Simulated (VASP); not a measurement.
# Pb in VASP: a series of runs, part 2 of 2

VASP 6.6.1.

## 5. Single point, PBEsol (volume scaled by 0.98)

INCAR

```
SYSTEM = Pb
ALGO     = Normal         ! electronic algorithm
EDIFF    = 1E-6           ! SCF threshold, eV
ENCUT    = 520            ! plane-wave cutoff, eV
GGA      = PS             ! functional
ISIF     = 2              ! what is computed and relaxed
ISMEAR   = -1             ! smearing method
LASPH    = .TRUE.         ! aspherical terms in the spheres
LCHARG   = .FALSE.        ! write CHGCAR
LREAL    = .FALSE.        ! projectors in reciprocal space
LWAVE    = .FALSE.        ! write WAVECAR
NBANDS   = 13             ! bands
NELM     = 80             ! most SCF steps
PREC     = Accurate       ! precision mode
SIGMA    = 0.05           ! smearing width, eV
```

KPOINTS

```
k-points
0
G
  9 9 9
  0 0 0
```

POSCAR

```
Pb
1.0
    0.0000000000      2.4584086270      2.4584086270
    2.4584086270      0.0000000000      2.4584086270
    2.4584086270      2.4584086270      0.0000000000
Pb
1
Direct
    0.0000000000      0.0000000000      0.0000000000
```

Potentials or basis: VASP PAW PBE potentials, release 64 (Pb_d).

Run with:

```console
$ cat potpaw_PBE.64/Pb_d/POTCAR > POTCAR
$ mpirun -np 1 vasp_std > vasp.out
```

OUTCAR:

```text
SYSTEM = Pb
   EDIFF = 1E-6
   ENCUT = 520
   GGA = PS
   ISIF = 2
   ISMEAR = -1
   LASPH = .TRUE.
   LREAL = .FALSE.
   NELM = 80
   PREC = Accurate

 ion  position               nearest neighbor table
   1  0.000  0.000  0.000-

  LATTYP: Found a face centered cubic cell.
 ALAT       =     4.9168172540

  Lattice vectors:

 A1 = (   0.0000000000,   2.4584086270,   2.4584086270)
 A2 = (   2.4584086270,   0.0000000000,   2.4584086270)
 A3 = (   2.4584086270,   2.4584086270,   0.0000000000)

Analysis of symmetry for initial positions (statically):
[... 5 lines left out ...]
 face centered cubic supercell.

 Subroutine GETGRP returns: Found 48 space group operations
 (whereof 48 operations were pure point group operations)
 out of a pool of 48 trial point group operations.

The static configuration has the point symmetry O_h .

Analysis of symmetry for dynamics (positions and initial velocities):
[... 5 lines left out ...]
 face centered cubic supercell.

 Subroutine GETGRP returns: Found 48 space group operations
 (whereof 48 operations were pure point group operations)
 out of a pool of 48 trial point group operations.

The dynamic configuration has the point symmetry O_h .

 Subroutine INISYM returns: Found 48 space group operations
 (whereof 48 operations are pure point group operations),
 and found     1 'primitive' translations

----------------------------------------------------------------------------------------

                                     Primitive cell

  volume of cell :      29.7161

  direct lattice vectors                    reciprocal lattice vectors
     0.000000000  2.458408627  2.458408627    -0.203383601  0.203383601  0.203383601
     2.458408627  0.000000000  2.458408627     0.203383601 -0.203383601  0.203383601
     2.458408627  2.458408627  0.000000000     0.203383601  0.203383601 -0.203383601

  length of vectors
     3.476714822  3.476714822  3.476714822     0.352270731  0.352270731  0.352270731

  position of ions in fractional coordinates (direct lattice)
     0.000000000  0.000000000  0.000000000

  ion indices of the primitive-cell ions
   primitive index   ion index
[... 95 lines left out ...]
  Fermi-wavevector in a.u.,A,eV,Ry     =   1.273855  2.407238 22.078274  1.622707
  Thomas-Fermi vector in A             =   2.406656
   LORBIT       =      0    0 simple, 1 ext, 2 COOP (PROOUT), +10 PAW based schemes
   GGA     = PS    functional components
   LHFCALC =     F    Hartree Fock is set to
   AEXX    =    0.0000 exact exchange contribution
   IVDW    =     0    specifies the selected vdW correction
   LEPSILON=     F    determine dielectric tensor
   LRPA    =     F    only Hartree local field effects (RPA)
 non-spin polarized calculation
  energy-cutoff  :      520.00
  volume of cell :       29.72
 maximum number of plane-waves:       821
 NGX is ok and might be reduce to    28

 number of electron      13.9999999 magnetization

 Free energy of the ion-electron system (eV)
  ---------------------------------------------------
  ext. energy  EPLUGINS =         0.00000000
  ---------------------------------------------------
  free energy    TOTEN  =        -4.01771594 eV

  energy without entropy =       -4.01467060  energy(sigma->0) =       -4.01619327

 E-fermi :   7.1654     XC(G=0): -10.4393

 val. band max:        6.9426652361   @ k =  -0.3333   0.3333   0.1111
 cond. band min:       7.1683621905   @ k =  -0.2222   0.3333   0.1111
 fundamental gap:      0.2256969544
 Fermi energy:         7.1653964208

 k-point     1 :       0.0000    0.0000    0.0000
  band No.  band energies     occupation
      1      -9.6767      2.00000
      2      -9.6767      2.00000
      3      -9.6767      2.00000
      4      -9.5255      2.00000
      5      -9.5255      2.00000
      6      -4.5800      2.00000
      7      14.8995      0.00000
      8      14.8995      0.00000
      9      14.8995      0.00000
     10      17.1036      0.00000
     11      18.9022      0.00000
     12      19.9573      0.00000
     13      19.9573      0.00000
[... 354 lines left out ...]
  band No.  band energies     occupation
      1      -9.8482      2.00000
      2      -9.7512      2.00000
      3      -9.3973      2.00000
      4      -9.3563      2.00000
      5      -9.3563      2.00000
      6       0.1601      2.00000
      7       4.5539      2.00000
      8       9.4904      0.00000
      9       9.4904      0.00000
     10      12.8489      0.00000
     11      14.0839      0.00000
     12      25.7230      0.00000
     13      27.5245      0.00000

 [... further k-points ...]
[... 5 lines left out ...]
  --------------------------------------------------------------------------------------
  -------------------------------------------------------------------------------------
  Total        0.0518261      0.0518261      0.0518261     -0.0000000     -0.0000000     -0.0000000
  in kB        2.7942614      2.7942614      2.7942614     -0.0000000     -0.0000000     -0.0000000
  external PRESSURE =       2.7942614 kB  Pullay stress =       0.0000000 kB

 VOLUME and BASIS-vectors are now :
 -----------------------------------------------------------------------------
  energy-cutoff  :      520.00
  volume of cell :       29.72
      direct lattice vectors                 reciprocal lattice vectors
     0.000000000  2.458408627  2.458408627    -0.203383601  0.203383601  0.203383601
     2.458408627  0.000000000  2.458408627     0.203383601 -0.203383601  0.203383601
     2.458408627  2.458408627  0.000000000     0.203383601  0.203383601 -0.203383601

 POSITION                                       TOTAL-FORCE (eV/Angst)
 -----------------------------------------------------------------------------------
      0.00000      0.00000      0.00000        -0.000000     -0.000000     -0.000000
 -----------------------------------------------------------------------------------
    total drift:                               -0.000000     -0.000000     -0.000000

  FREE ENERGIE OF THE ION-ELECTRON SYSTEM (eV)
  ---------------------------------------------------
  free  energy   TOTEN  =        -4.0177159372 eV

  energy  without entropy=       -4.0146705971  energy(sigma->0) =       -4.01619327
```

OSZICAR:

```text
N       E                     dE             d eps       ncg     rms          rms(c)
DAV:   1     0.108579491847E+03    0.10858E+03   -0.70242E+03   915   0.125E+03
DAV:   2     0.130830868385E+01   -0.10727E+03   -0.10366E+03   940   0.313E+02
DAV:   3    -0.391189765917E+01   -0.52202E+01   -0.52015E+01  1141   0.752E+01
DAV:   4    -0.403076861671E+01   -0.11887E+00   -0.11884E+00  1150   0.119E+01
DAV:   5    -0.403576069357E+01   -0.49921E-02   -0.49920E-02  1278   0.230E+00    0.599E-01
DAV:   6    -0.402148161418E+01    0.14279E-01   -0.18015E-02  1188   0.243E+00    0.281E-01
DAV:   7    -0.401794767669E+01    0.35339E-02   -0.73577E-03  1160   0.142E+00    0.918E-02
DAV:   8    -0.401771780571E+01    0.22987E-03   -0.41883E-04  1430   0.343E-01    0.953E-03
DAV:   9    -0.401771607966E+01    0.17260E-05   -0.72615E-06  1191   0.500E-02    0.441E-03
DAV:  10    -0.401771593721E+01    0.14245E-06   -0.52305E-07   765   0.102E-02
   1 F= -.40177159E+01 E0= -.40161933E+01  d E =-.304534E-02
```

stdout:

```text
POSCAR found type information on POSCAR Pb
 POSCAR found :  1 types and       1 ions
 scaLAPACK will be used
 -----------------------------------------------------------------------------
|                                                                             |
|                                                                             |
|     You enforced a specific xc type in the INCAR file but a different       |
|     I HOPE YOU KNOW WHAT YOU ARE DOING!                                     |
|                                                                             |
 -----------------------------------------------------------------------------

 LDA part: xc-table for (Slater+PW92), standard interpolation
 POSCAR, INCAR and KPOINTS ok, starting setup
 FFT: planning ... GRIDC
 FFT: planning ... GRID_SOFT
 FFT: planning ... GRID
 WAVECAR not read
 entering main loop
```

Run time: 5.1 s. Hardware: 1 thread of Intel Xeon 6975P-C (Granite Rapids), shared host; peak memory 0.15 GiB.

Results:

- Free energy: -4.0177 eV
- Pressure: 0.3 GPa
- Band gap on the k mesh: zero (band 7 reaches 14.90 eV, above the bottom of band 8 at 5.73 eV)

Levels at points of the mesh, in eV from the Fermi level:
```csv
k point,band 4,band 5,band 6,band 7,band 8,band 9,band 10,band 11
"(0.00, 0.00, 0.00)",-16.69,-16.69,-11.75,7.73,7.73,7.73,9.94,11.74
```

Caveat: the PAW data sets were made with another functional, which shifts forces and pressure a little; spin-orbit coupling is left out, which moves the levels of the heavy elements.

## 6. Single point, PBEsol

This run uses another cell than the first one, of the same volume but with other edges.

INCAR

```
PREC = Accurate
ENCUT = 520
EDIFF = 1E-6
ISMEAR = -1
SIGMA = 0.05
LREAL = False
LASPH = True
NELM = 100
ALGO = Normal
ISIF = 2
LWAVE = False
LCHARG = False
GGA = PS
NBANDS = 13
```

KPOINTS

```
Automatic mesh
0
Gamma
  9 9 9
```

POSCAR

```
Pb
1.0
    0.0000000000      2.4750200000      2.4750200000
    2.4750200000      0.0000000000      2.4750200000
    2.4750200000      2.4750200000      0.0000000000
Pb
1
Direct
    0.0000000000      0.0000000000      0.0000000000
```

Potentials or basis: VASP PAW PBE potentials, release 64 (Pb_d).

Run with:

```console
$ cat potpaw_PBE.64/Pb_d/POTCAR > POTCAR
$ mpirun -np 1 vasp_std > vasp.out
```

Run time: 5.1 s. Hardware: 1 thread of Intel Xeon 6975P-C (Granite Rapids), shared host; peak memory 0.15 GiB.

Results (log left out):

```yaml
Free_energy: -4.0173 eV
Pressure: -0.7 GPa
Band_gap_on_the_k_mesh: zero (band 7 reaches 14.51 eV, above the bottom of band 8 at 5.54 eV)
```

Levels at points of the mesh, in eV from the Fermi level:
```
           k point  band 3  band 4  band 5  band 6  band 7  band 8  band 9  band 10  band 11  band 12
(0.00, 0.00, 0.00)  -16.84  -16.70  -16.70  -11.62    7.56    7.56    7.56     9.92    11.47    12.63
```

Caveat: the PAW data sets were made with another functional, which shifts forces and pressure a little; spin-orbit coupling is left out, which moves the levels of the heavy elements.

## 7. The runs side by side

```csv
level,cell,smearing,gap on the mesh (eV),pressure (GPa)
PBEsol+D3(BJ),"a = 3.502, b = 3.573, c = 3.435 Å, angles 59.9, 60.5, 59.3°, 1 atom",fermi-dirac 0.05 eV,none,-3.0
PBEsol,"a = 3.500 Å, angles 60.0°, 1 atom",methfessel-paxton 0.05 eV,none,-0.7
PBEsol,"a = 3.429 Å, angles 60.0°, 1 atom",fermi-dirac 0.05 eV,none,2.7
PBEsol,"a = 3.477 Å, angles 60.0°, 1 atom",fermi-dirac 0.05 eV,none,0.3
PBEsol,"a = 3.500 Å, angles 60.0°, 1 atom",fermi-dirac 0.05 eV,none,-0.7
```

Alike in all rows: task single point; potentials or basis VASP PAW PBE potentials, release 64 (Pb_d); no spin polarisation; k mesh 9 × 9 × 9; cutoff (eV) 520.

Caveats: the PAW data sets were made with another functional, which shifts forces and pressure a little; spin-orbit coupling is left out, which moves the levels of the heavy elements; pairwise dispersion overbinds metals, which lowers pressure and volume (some runs).

Absolute energies hang on the potentials; compare differences alone.
